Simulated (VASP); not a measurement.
Y, 2 atoms in the cell. The structure is hexagonal, space group P6_3/mmc (No. 194). Conventional cell: a = 3.654 Å, b = 3.654 Å, c = 5.699 Å, α = 90.00°, β = 90.00°, γ = 120.00°. Within 4.7 Å of Y (site symmetry -6m2) lie 12 Y at 3.55 to 3.65 Å. 

| Quantity | Value |
| --- | --- |
| Program | VASP 6.6.1 |
| Task | single point |
| Functional | PBE |
| Potentials or basis | VASP PAW PBE potentials, release 64 (Y_sv) |
| Cutoff | 520 eV |
| k mesh | 10 × 10 × 6 |
| Occupations | gaussian, width 0.03 eV |
| Spin | no spin polarisation |
| Dipole correction | no |
| Further INCAR settings | ALGO = Normal; EDIFF = 1e-06; NBANDS = 18 |

Potentials or basis: VASP PAW PBE potentials, release 64 (Y_sv).

Run with:

```bash
$ cat potpaw_PBE.64/Y_sv/POTCAR > POTCAR
$ mpirun -np 1 vasp_std > vasp.out
```

Hardware: 1 thread of Intel Xeon 8259CL (shared host).

Question: Estimate the wall time of this run.

Answer: Run time: 120 s on 1 thread of Intel Xeon 8259CL, on a shared host, peak memory 0.22 GiB. Counts: scf iterations 14, k points 56.
